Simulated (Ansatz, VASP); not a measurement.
ScBSbP3 in VASP and in Ansatz

```xyz
6
Lattice="4.6825 0.0000 0.0000 0.0000 4.6825 0.0000 0.0000 0.0000 5.2116" Properties=species:S:1:pos:R:3 pbc="T T T"
Sc    0.0000    0.0000    2.6058
B     2.3413    2.3413    0.0000
Sb    0.0000    0.0000    0.0000
P     2.3413    0.0000    2.6058
P     0.0000    2.3413    2.6058
P     2.3413    2.3413    2.6058
```

Alike in both runs: task relaxation of cell and atoms; functional PBE; k mesh 4 × 4 × 4; occupations gaussian, width 0.1 eV; no spin polarisation.

|  | VASP | Ansatz |
| --- | --- | --- |
| version | VASP 6.6.1 | Ansatz 0.2.0 |
| potentials or method | VASP PAW PBE potentials, release 64 (Sc_sv, B, Sb, P), cutoff 600 eV | scalar-relativistic, plane waves, PAW |
| valence electrons in the cell | 34 | 44 |

|  | VASP | Ansatz | Ansatz less VASP |
| --- | --- | --- | --- |
| gap on the k mesh at the Fermi level, each at its own relaxed structure (eV) | none | none | - |
| relaxed volume (Å³/atom) | 22.05 | 22.06 | +0.014 |
| relaxed length of the cell vector where the two differ most in proportion (Å) | 5.377 | 5.422 | +0.0445 |

A gap of «none» marks a metal or a gap that the smearing closes. VASP's potentials hold 34 valence electrons a cell and Ansatz's 44, so a difference there can come from the potentials and not from the codes.

Neither program's run includes spin-orbit coupling. Noted on VASP's run: the volume moved by over 15 % at a fixed basis, so the end points are rough.
